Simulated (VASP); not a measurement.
Here is a VASP 6.6.1 calculation.

File INCAR:

```
PREC = Accurate
ENCUT = 500
EDIFF = 1E-6
ISMEAR = -1
SIGMA = 0.05
LREAL = Auto
LASPH = T
NELM = 120
ALGO = Normal
ISIF = 2
LWAVE = F
LCHARG = T
GGA = PS
LELF = T
LVHAR = T
NBANDS = 486
ISYM = -1
GGA_COMPAT = F
KPAR = 1
```

File KPOINTS:

```
explicit points
1
Reciprocal
  0.25000000   0.25000000   0.25000000 1
```

POSCAR

```
ZnS
1.0
   11.3467410000      0.0000000000      0.0000000000
    0.0000020000     13.1020880000      0.0000000000
    0.0000000000      0.0000000000     12.4152860000
Zn S
48 48
Direct
    0.0000000000      0.1666670000      0.0004610000
    0.0000000000      0.1666670000      0.5004610000
    0.3333330000      0.1666670000      0.0004610000
    0.3333330000      0.1666670000      0.5004610000
    0.1666670000      0.4166670000      0.0004610000
    0.1666670000      0.4166670000      0.5004610000
    0.0000000000      0.6666670000      0.0004610000
    0.0000000000      0.6666670000      0.5004610000
    0.6666670000      0.1666670000      0.0004610000
    0.6666670000      0.1666670000      0.5004610000
    0.5000000000      0.4166670000      0.0004610000
    0.5000000000      0.4166670000      0.5004610000
    0.3333330000      0.6666670000      0.0004610000
    0.3333330000      0.6666670000      0.5004610000
    0.1666670000      0.9166670000      0.0004610000
    0.1666670000      0.9166670000      0.5004610000
    0.8333330000      0.4166670000      0.0004610000
    0.8333330000      0.4166670000      0.5004610000
    0.6666670000      0.6666670000      0.0004610000
    0.6666670000      0.6666670000      0.5004610000
    0.5000000000      0.9166670000      0.0004610000
    0.5000000000      0.9166670000      0.5004610000
    0.8333330000      0.9166670000      0.0004610000
    0.8333330000      0.9166670000      0.5004610000
    0.1666670000      0.0833330000      0.2504610000
    0.1666670000      0.0833330000      0.7504610000
    0.0000000000      0.3333330000      0.2504610000
    0.0000000000      0.3333330000      0.7504610000
    0.5000000000      0.0833330000      0.2504610000
    0.5000000000      0.0833330000      0.7504610000
    0.3333330000      0.3333330000      0.2504610000
    0.3333330000      0.3333330000      0.7504610000
    0.1666670000      0.5833330000      0.2504610000
    0.1666670000      0.5833330000      0.7504610000
    0.0000000000      0.8333330000      0.2504610000
    0.0000000000      0.8333330000      0.7504610000
    0.8333330000      0.0833330000      0.2504610000
    0.8333330000      0.0833330000      0.7504610000
    0.6666670000      0.3333330000      0.2504610000
    0.6666670000      0.3333330000      0.7504610000
    0.5000000000      0.5833330000      0.2504610000
    0.5000000000      0.5833330000      0.7504610000
    0.3333330000      0.8333330000      0.2504610000
    0.3333330000      0.8333330000      0.7504610000
    0.8333330000      0.5833330000      0.2504610000
    0.8333330000      0.5833330000      0.7504610000
    0.6666670000      0.8333330000      0.2504610000
    0.6666670000      0.8333330000      0.7504610000
    0.0000000000      0.1666670000      0.1875390000
    0.0000000000      0.1666670000      0.6875390000
    0.3333330000      0.1666670000      0.1875390000
    0.3333330000      0.1666670000      0.6875390000
    0.1666670000      0.4166670000      0.1875390000
    0.1666670000      0.4166670000      0.6875390000
    0.0000000000      0.6666670000      0.1875390000
    0.0000000000      0.6666670000      0.6875390000
    0.6666670000      0.1666670000      0.1875390000
    0.6666670000      0.1666670000      0.6875390000
    0.5000000000      0.4166670000      0.1875390000
    0.5000000000      0.4166670000      0.6875390000
    0.3333330000      0.6666670000      0.1875390000
    0.3333330000      0.6666670000      0.6875390000
    0.1666670000      0.9166670000      0.1875390000
    0.1666670000      0.9166670000      0.6875390000
    0.8333330000      0.4166670000      0.1875390000
    0.8333330000      0.4166670000      0.6875390000
    0.6666670000      0.6666670000      0.1875390000
    0.6666670000      0.6666670000      0.6875390000
    0.5000000000      0.9166670000      0.1875390000
    0.5000000000      0.9166670000      0.6875390000
    0.8333330000      0.9166670000      0.1875390000
    0.8333330000      0.9166670000      0.6875390000
    0.1666670000      0.0833330000      0.4375390000
    0.1666670000      0.0833330000      0.9375390000
    0.0000000000      0.3333330000      0.4375390000
    0.0000000000      0.3333330000      0.9375390000
    0.5000000000      0.0833330000      0.4375390000
    0.5000000000      0.0833330000      0.9375390000
    0.3333330000      0.3333330000      0.4375390000
    0.3333330000      0.3333330000      0.9375390000
    0.1666670000      0.5833330000      0.4375390000
    0.1666670000      0.5833330000      0.9375390000
    0.0000000000      0.8333330000      0.4375390000
    0.0000000000      0.8333330000      0.9375390000
    0.8333330000      0.0833330000      0.4375390000
    0.8333330000      0.0833330000      0.9375390000
    0.6666670000      0.3333330000      0.4375390000
    0.6666670000      0.3333330000      0.9375390000
    0.5000000000      0.5833330000      0.4375390000
    0.5000000000      0.5833330000      0.9375390000
    0.3333330000      0.8333330000      0.4375390000
    0.3333330000      0.8333330000      0.9375390000
    0.8333330000      0.5833330000      0.4375390000
    0.8333330000      0.5833330000      0.9375390000
    0.6666670000      0.8333330000      0.4375390000
    0.6666670000      0.8333330000      0.9375390000
```

Potentials or basis: VASP PAW PBE potentials, release 64 (Zn, S).

The run is started by

```bash
$ cat potpaw_PBE.64/Zn/POTCAR potpaw_PBE.64/S/POTCAR > POTCAR
$ mpirun -np 4 vasp_std > vasp.out
```

Task: Estimate the largest force.

Result: 0.006 eV/Å.

Task: Predict the pressure.

Result: 0.1 GPa.

Task: Estimate the band gap on the k mesh.

Result: 3.06 eV.

Forces on the atoms (eV/Å):
```
Zn   0.005  0.000 -0.001
Zn   0.005  0.000 -0.001
Zn   0.005  0.000 -0.001
Zn   0.005  0.000 -0.001
Zn   0.005  0.000 -0.001
Zn   0.005  0.000 -0.001
Zn   0.005  0.000 -0.001
Zn   0.005  0.000 -0.001
Zn   0.005  0.000 -0.001
Zn   0.005  0.000 -0.001
Zn   0.005  0.000 -0.001
Zn   0.005  0.000 -0.001
Zn   0.005  0.000 -0.001
Zn   0.005  0.000 -0.001
Zn   0.005  0.000 -0.001
Zn   0.005  0.000 -0.001
Zn   0.005  0.000 -0.001
Zn   0.005  0.000 -0.001
Zn   0.005  0.000 -0.001
Zn   0.005  0.000 -0.001
Zn   0.005  0.000 -0.001
Zn   0.005  0.000 -0.001
Zn   0.005  0.000 -0.001
Zn   0.005  0.000 -0.001
Zn  -0.003  0.001  0.000
Zn  -0.003  0.001  0.000
Zn  -0.003  0.001  0.000
Zn  -0.003  0.001  0.000
Zn  -0.003  0.001  0.000
Zn  -0.003  0.001  0.000
Zn  -0.003  0.001  0.000
Zn  -0.003  0.001  0.000
Zn  -0.003  0.001  0.000
Zn  -0.003  0.001  0.000
Zn  -0.003  0.001  0.000
Zn  -0.003  0.001  0.000
Zn  -0.003  0.001  0.000
Zn  -0.003  0.001  0.000
Zn  -0.003  0.001  0.000
Zn  -0.003  0.001  0.000
Zn  -0.003  0.001  0.000
Zn  -0.003  0.001  0.000
Zn  -0.003  0.001  0.000
Zn  -0.003  0.001  0.000
Zn  -0.003  0.001  0.000
Zn  -0.003  0.001  0.000
Zn  -0.003  0.001  0.000
Zn  -0.003  0.001  0.000
S    0.003 -0.001  0.001
S    0.003 -0.001  0.001
S    0.003 -0.001  0.001
S    0.003 -0.001  0.001
S    0.003 -0.001  0.001
S    0.003 -0.001  0.001
S    0.003 -0.001  0.001
S    0.003 -0.001  0.001
S    0.003 -0.001  0.001
S    0.003 -0.001  0.001
S    0.003 -0.001  0.001
S    0.003 -0.001  0.001
S    0.003 -0.001  0.001
S    0.003 -0.001  0.001
S    0.003 -0.001  0.001
S    0.003 -0.001  0.001
S    0.003 -0.001  0.001
S    0.003 -0.001  0.001
S    0.003 -0.001  0.001
S    0.003 -0.001  0.001
S    0.003 -0.001  0.001
S    0.003 -0.001  0.001
S    0.003 -0.001  0.001
S    0.003 -0.001  0.001
S   -0.005  0.000  0.000
S   -0.005  0.000  0.000
S   -0.005  0.000  0.000
S   -0.005  0.000  0.000
S   -0.005  0.000  0.000
S   -0.006  0.000  0.000
S   -0.005  0.000  0.000
S   -0.005  0.000  0.000
S   -0.005  0.000  0.000
S   -0.005  0.000  0.000
S   -0.005  0.000  0.000
S   -0.005  0.001  0.000
S   -0.005  0.000  0.000
S   -0.005  0.000  0.000
S   -0.005  0.000  0.000
S   -0.005  0.001  0.000
S   -0.005  0.000  0.000
S   -0.005  0.000  0.000
S   -0.005  0.000  0.000
S   -0.005  0.000  0.000
S   -0.005  0.000  0.000
S   -0.005  0.000  0.000
S   -0.006  0.000  0.000
S   -0.005  0.000  0.000
```

Caveat: the PAW data sets were made with another functional, which shifts forces and pressure a little; a shifted mesh leaves out Γ, where band edges can lie. A k mesh can miss the band edges.
